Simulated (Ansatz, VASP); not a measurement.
# One calculation of Ir, two programs

INCAR

```
SYSTEM = Ir
PREC     = Accurate       ! precision mode
ENCUT    = 500            ! plane-wave cutoff, eV
EDIFF    = 1E-6           ! SCF threshold, eV
ISMEAR   = -1             ! smearing method
SIGMA    = 0.1            ! smearing width, eV
LREAL    = .False.        ! projectors in reciprocal space
LASPH    = .True.         ! aspherical terms in the spheres
NELM     = 120            ! most SCF steps
ALGO     = Normal         ! electronic algorithm
ISIF     = 2              ! what is computed and relaxed
LWAVE    = .False.        ! write WAVECAR
LCHARG   = .False.        ! write CHGCAR
GGA      = PE             ! functional
NBANDS   = 16             ! bands
GGA_COMPAT= .False.
```

KPOINTS

```
Automatic mesh
0
Gamma
  17 17 10
  0 0 0
```

Contents of POSCAR:

```
Ir
1.0
   -2.5567882848      2.1945166735      1.3511868103
    2.1945166735     -2.5567882848      1.3511868103
    2.9289260715      2.9289260715     -2.0146879300
Ir
2
Direct
    0.9774778490      0.0225221510      1.0000000000
    0.7725221510      0.2274778490      0.5000000000
```

Input for Ansatz:

```yaml
crystal:
  lattice:
    - [-2.5567882848, 2.1945166735, 1.3511868103]
    - [2.1945166735, -2.5567882848, 1.3511868103]
    - [2.9289260715, 2.9289260715, -2.01468793]
  atoms:
    - { symbol: Ir, position: [0.977477849, 0.022522151, 1.0] }
    - { symbol: Ir, position: [0.772522151, 0.227477849, 0.5] }
hamiltonian:
  xc: pbe
  pseudopotentials:
    kind: paw
    azcp:
      Ir: "pseudopotentials/Ir.paw.azcp"
basis:
  ecutwfc: 420
  fft_grid_basis: typed
kpoints:
  mp_grid: { grid: [17, 17, 10], shift: [0, 0, 0] }
magnetization:
  spin_polarized: false
scf:
  occupations: { method: fermi_dirac, width: 0.1 }
  lower_state_search: "off"
output:
  stress: true
```

Alike in both runs: task single point; functional PBE; k mesh 17 × 17 × 10; occupations fermi-dirac, width 0.1 eV; no spin polarisation.

```csv
,VASP,Ansatz
version,VASP 6.6.1,Ansatz 0.2.0
potentials or method,"VASP PAW PBE potentials, release 64 (Ir), cutoff 500 eV","plane waves (420 eV) with PAW, scalar-relativistic"
valence electrons in the cell,18,34
```

VASP gave:

* pressure (GPa): -18.3
* traceless stress, the component that is largest in VASP (GPa): -1.74

**Question.** Which values does Ansatz return?

**Answer.** Pressure (GPa): -18.5; traceless stress, the component that is largest in VASP (GPa): -1.77.

VASP's potentials hold 18 valence electrons a cell and Ansatz's 34, so a difference there can come from the potentials and not from the codes.

Neither program's run includes spin-orbit coupling.
